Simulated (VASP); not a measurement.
# Br (Cmce) in VASP: single point with PBEsol

Aim: the single point of Br with PBEsol.

All numbers are computed with VASP 6.6.1; they aren't measurements. Logs are shortened: lines on timing, memory, paths and dates and some standing lists are left out, and cuts for length are marked.

## (1) The cell of the first run

The structure is orthorhombic, space group Cmce (No. 64). Conventional cell: a = 7.185 Å, b = 4.024 Å, c = 8.530 Å, α = 90.00°, β = 90.00°, γ = 90.00°. Within 3.2 Å of Br (site symmetry m) lie 3 Br at 2.40 to 2.99 Å.

## (2) Single point, PBEsol

Contents of INCAR:

```
PREC = Accurate
ENCUT = 520
EDIFF = 1E-6
ISMEAR = 0
SIGMA = 0.05
LREAL = F
LASPH = T
NELM = 60
ALGO = Normal
ISIF = 2
LWAVE = F
LCHARG = T
GGA = PS
LELF = T
LVHAR = T
NBANDS = 22
```

Contents of KPOINTS:

```
Automatic mesh
0
Gamma
  12 12 6
```

Contents of POSCAR:

```
Br
1.0
    3.5925116460     -2.0119222542      0.0000000000
    3.5925116460      2.0119222542      0.0000000000
    0.0000000000      0.0000000000      8.5304694518
Br
4
Direct
    0.8457409714      0.1542590286      0.1200611515
    0.1542590286      0.8457409714      0.8799388485
    0.3457409714      0.6542590286      0.3799388485
    0.6542590286      0.3457409714      0.6200611515
```

Potentials or basis: VASP PAW PBE potentials, release 64 (Br).

Launch:

```sh
$ cat potpaw_PBE.64/Br/POTCAR > POTCAR
$ mpirun -np 1 vasp_std > vasp.out
```

OUTCAR:

```text
PREC = Accurate
   ENCUT = 520
   EDIFF = 1E-6
   ISMEAR = 0
   LREAL = F
   LASPH = T
   NELM = 60
   ISIF = 2
   GGA = PS

 ion  position               nearest neighbor table
   1  0.846  0.154  0.120-   2 2.40
   2  0.154  0.846  0.880-   1 2.40
   3  0.346  0.654  0.380-   4 2.40
   4  0.654  0.346  0.620-   3 2.40

  LATTYP: Found a base centered orthorhombic cell.
 ALAT       =     4.0238445084
 B/A-ratio  =     1.7856115655
 C/A-ratio  =     2.1199798934

  Lattice vectors:

 A1 = (  -3.5925116460,  -2.0119222542,   0.0000000000)
 A2 = (   3.5925116460,  -2.0119222542,   0.0000000000)
 A3 = (   0.0000000000,   0.0000000000,   8.5304694518)

Analysis of symmetry for initial positions (statically):
=====================================================================
 Subroutine PRICEL returns:
 Original cell was already a primitive cell.

 Routine SETGRP: Setting up the symmetry group for a
 base centered orthorhombic supercell.

 Subroutine GETGRP returns: Found  8 space group operations
 (whereof  4 operations were pure point group operations)
 out of a pool of  8 trial point group operations.

The static configuration has the point symmetry C_2h.
 The point group associated with its full space group is D_2h.

Analysis of symmetry for dynamics (positions and initial velocities):
=====================================================================
 Subroutine PRICEL returns:
 Original cell was already a primitive cell.

 Routine SETGRP: Setting up the symmetry group for a
 base centered orthorhombic supercell.

 Subroutine GETGRP returns: Found  8 space group operations
 (whereof  4 operations were pure point group operations)
 out of a pool of  8 trial point group operations.

The dynamic configuration has the point symmetry C_2h.
 The point group associated with its full space group is D_2h.

 Subroutine INISYM returns: Found  8 space group operations
 (whereof  4 operations are pure point group operations),
 and found     1 'primitive' translations

----------------------------------------------------------------------------------------

                                     Primitive cell

  volume of cell :     123.3140

  direct lattice vectors                    reciprocal lattice vectors
     3.592511646 -2.011922254  0.000000000     0.139178394 -0.248518549  0.000000000
     3.592511646  2.011922254  0.000000000     0.139178394  0.248518549  0.000000000
     0.000000000  0.000000000  8.530469452     0.000000000  0.000000000  0.117226843

  length of vectors
     4.117520016  4.117520016  8.530469452     0.284836961  0.284836961  0.117226843

  position of ions in fractional coordinates (direct lattice)
     0.845740971  0.154259029  0.120061152
     0.154259029  0.845740971  0.879938848
     0.345740971  0.654259029  0.379938848
     0.654259029  0.345740971  0.620061152

  ion indices of the primitive-cell ions
   primitive index   ion index
                 1           1
                 2           2
                 3           3
                 4           4

----------------------------------------------------------------------------------------

 KPOINTS: Automatic mesh

Automatic generation of k-mesh.
 Grid dimensions read from file:
 generate k-points for:   12   12    6

 Generating k-lattice:

  Cartesian coordinates                     Fractional coordinates (reciprocal lattice)
     0.011598199 -0.020709879  0.000000000     0.083333333 -0.000000000  0.000000000
     0.011598199  0.020709879  0.000000000    -0.000000000  0.083333333  0.000000000
     0.000000000  0.000000000  0.019537807     0.000000000  0.000000000  0.166666667

  Length of vectors
     0.023736413  0.023736413  0.019537807

  Shift w.r.t. Gamma in fractional coordinates (k-lattice)
     0.000000000  0.000000000  0.000000000

 Subroutine IBZKPT returns following result:
 ===========================================

 Found    172 irreducible k-points:

 Following reciprocal coordinates:
            Coordinates               Weight
  0.000000  0.000000  0.000000      1.000000
  0.083333  0.000000  0.000000      4.000000
  0.166667  0.000000  0.000000      4.000000
  0.250000  0.000000  0.000000      4.000000
  0.333333  0.000000  0.000000      4.000000
  0.416667  0.000000  0.000000      4.000000
[... 16 lines left out ...]
  0.500000  0.166667  0.000000      4.000000
 -0.416667  0.166667  0.000000      4.000000
 [... further k-points ...]
   k-points           NKPTS =    172   k-points in BZ     NKDIM =    172   number of bands    NBANDS=     22
   number of dos      NEDOS =    301   number of ions     NIONS =      4
   total plane-waves  NPLWV =  65536
   dimension x,y,z NGX =    32 NGY =   32 NGZ =   64
   dimension x,y,z NGXF=    64 NGYF=   64 NGZF=  128
   ions per type =               4
   NGX,Y,Z   is equivalent  to a cutoff of  12.92, 12.92, 12.47 a.u.
   NGXF,Y,Z  is equivalent  to a cutoff of  25.84, 25.84, 24.95 a.u.
 SYSTEM =  unknown system
   PREC   = accura    normal or accurate (medium, high low for compatibility)
   ISTART =      0    job   : 0-new  1-cont  2-samecut
   ICHARG =      2    charge: 1-file 2-atom 10-const
   ISPIN  =      1    spin polarized calculation?
   LNONCOLLINEAR =      F non collinear calculations
   LSORBIT =      F    spin-orbit coupling
   LASPH  =      T    aspherical Exc in radial PAW
   ENCUT  =  520.0 eV  38.22 Ry    6.18 a.u.   7.66  7.66 15.86*2*pi/ulx,y,z
   NELM   =     60;   NELMIN=  2; NELMDL= -5     # of ELM steps
   EDIFF  = 0.1E-05   stopping-criterion for ELM
   LREAL  =      F    real-space projection
   EDIFFG = 0.1E-04   stopping-criterion for IOM
   NSW    =      0    number of steps for IOM
   IBRION =     -1    ionic relax: 0-MD 1-quasi-New 2-CG
   NFREE  =      0    steps in history (QN), initial steepest desc. (CG)
   ISIF   =      2    stress and relaxation
   ISYM   =      2    0-nonsym 1-usesym 2-fastsym
   POTIM  = 0.5000    time-step for ionic-motion
   TEBEG  =    0.0;   TEEND  =   0.0 temperature during run
   PSTRESS=    0.0 pullay stress
   NELECT =      28.0000    total number of electrons
   NUPDOWN=      -1.0000    fix difference up-down
   EMIN   =  10.00;   EMAX   =-10.00  energy-range for DOS
   EFERMI =   0.00;   METHOD = LEGACY
   ISMEAR =     0;   SIGMA  =   0.05  broadening in eV -4-tet -1-fermi 0-gaus
   EFERMI_NEDOS =   21; number of points for ismear=-14 and -15
   IALGO  =     38    algorithm
   IMIX   =      4    mixing-type and parameters
     AMIX     =   0.40;   BMIX     =  1.00
     AMIX_MAG =   1.60;   BMIX_MAG =  1.00
  volume/ion in A,a.u.               =      30.83       208.04
  Fermi-wavevector in a.u.,A,eV,Ry     =   0.998750  1.887364 13.571829  0.997501
  Thomas-Fermi vector in A             =   2.130994
   LORBIT       =      0    0 simple, 1 ext, 2 COOP (PROOUT), +10 PAW based schemes
   GGA     = PS    functional components
   LHFCALC =     F    Hartree Fock is set to
   AEXX    =    0.0000 exact exchange contribution
   IVDW    =     0    specifies the selected vdW correction
   LEPSILON=     F    determine dielectric tensor
   LRPA    =     F    only Hartree local field effects (RPA)
 non-spin polarized calculation
 Gauss-broadening in eV      SIGMA  =   0.05
  energy-cutoff  :      520.00
  volume of cell :      123.31
 maximum number of plane-waves:      3354
   NGX = 15   NGY = 15   NGZ = 31

 number of electron      28.0000001 magnetization

 Free energy of the ion-electron system (eV)
  ---------------------------------------------------
  ext. energy  EPLUGINS =         0.00000000
  ---------------------------------------------------
  free energy    TOTEN  =        -7.39819052 eV

  energy without entropy =       -7.39819052  energy(sigma->0) =       -7.39819052

 E-fermi :   0.6766     XC(G=0):  -8.4983

 val. band max:        0.4836990529   @ k =   0.0000   0.0000   0.0000
 cond. band min:       1.6945613352   @ k =   0.5000   0.4167   0.0000
 fundamental gap:      1.2108622824
 Fermi energy:         0.6765522750

 k-point     1 :       0.0000    0.0000    0.0000
  band No.  band energies     occupation
      1     -15.6494      2.00000
      2     -14.8734      2.00000
      3     -13.5388      2.00000
      4     -12.1120      2.00000
      5      -4.8862      2.00000
      6      -3.1774      2.00000
[... 14 lines left out ...]
     21       9.9913      0.00000
     22      10.3229      0.00000

 k-point     2 :       0.0833    0.0000    0.0000
  band No.  band energies     occupation
      1     -15.6200      2.00000
      2     -14.8650      2.00000
      3     -13.5163      2.00000
      4     -12.1420      2.00000
      5      -4.8828      2.00000
      6      -3.2646      2.00000
[... 14 lines left out ...]
     21       9.9085      0.00000
     22      10.0801      0.00000

 k-point     3 :       0.1667    0.0000    0.0000
  band No.  band energies     occupation
      1     -15.5356      2.00000
      2     -14.8444      2.00000
      3     -13.4510      2.00000
      4     -12.2295      2.00000
      5      -4.8855      2.00000
      6      -3.5535      2.00000
[... 14 lines left out ...]
     21       9.3654      0.00000
     22       9.8962      0.00000
[... 476 lines left out ...]
 k-point    23 :       0.5000    0.1667    0.0000
  band No.  band energies     occupation
      1     -15.1821      2.00000
      2     -14.8005      2.00000
      3     -13.1577      2.00000
      4     -12.5511      2.00000
      5      -4.9444      2.00000
      6      -4.4994      2.00000
[... 14 lines left out ...]
     21      10.0201      0.00000
     22      10.1279      0.00000

 k-point    24 :      -0.4167    0.1667    0.0000
  band No.  band energies     occupation
      1     -15.0441      2.00000
      2     -14.8651      2.00000
      3     -13.0191      2.00000
      4     -12.7453      2.00000
      5      -4.9749      2.00000
      6      -4.8116      2.00000
[... 14 lines left out ...]
     21      10.3979      0.00000
     22      10.7461      0.00000

 [... further k-points ...]

------------------------ aborting loop because EDIFF is reached ----------------------------------------

  FORCE on cell =-STRESS in cart. coord.  units (eV):
  Direction    XX          YY          ZZ          XY          YZ          ZX
  --------------------------------------------------------------------------------------
  -------------------------------------------------------------------------------------
  Total       -0.0003703      0.0217688      0.0753968      0.0000000      0.0000000      0.0000000
  in kB       -0.0048106      0.2828348      0.9796050      0.0000000      0.0000000      0.0000000
  external PRESSURE =       0.4192097 kB  Pullay stress =       0.0000000 kB

 VOLUME and BASIS-vectors are now :
 -----------------------------------------------------------------------------
  energy-cutoff  :      520.00
  volume of cell :      123.31
      direct lattice vectors                 reciprocal lattice vectors
     3.592511646 -2.011922254  0.000000000     0.139178394 -0.248518549  0.000000000
     3.592511646  2.011922254  0.000000000     0.139178394  0.248518549  0.000000000
     0.000000000  0.000000000  8.530469452     0.000000000  0.000000000  0.117226843

 POSITION                                       TOTAL-FORCE (eV/Angst)
 -----------------------------------------------------------------------------------
      3.59251     -1.39121      1.02418         0.000000      0.007577      0.011837
      3.59251      1.39121      7.50629         0.000000     -0.007577     -0.011837
      3.59251      0.62071      3.24106         0.000000      0.007577     -0.011837
      3.59251     -0.62071      5.28941         0.000000     -0.007577      0.011837
 -----------------------------------------------------------------------------------
    total drift:                                0.000000      0.000000     -0.000000

  FREE ENERGIE OF THE ION-ELECTRON SYSTEM (eV)
  ---------------------------------------------------
  free  energy   TOTEN  =        -7.3981905237 eV

  energy  without entropy=       -7.3981905237  energy(sigma->0) =       -7.39819052
```

Run time: 7.2 min. Hardware: 1 thread of AMD EPYC 7R43 (Zen 3), shared host; peak memory 0.43 GiB.

Results:

- Free energy: -7.3982 eV
- Pressure: 0.0 GPa
- Largest force: 0.014 eV/Å
- Band gap on the k mesh: 1.21 eV (least direct gap 1.28 eV)

Forces in eV/Å, atoms in the order of the input:
```
Br   0.000  0.008  0.012
Br   0.000 -0.008 -0.012
Br   0.000  0.008 -0.012
Br   0.000 -0.008  0.012
```

Caveat: the PAW data sets were made with another functional, which shifts forces and pressure a little. A k mesh can miss the band edges.
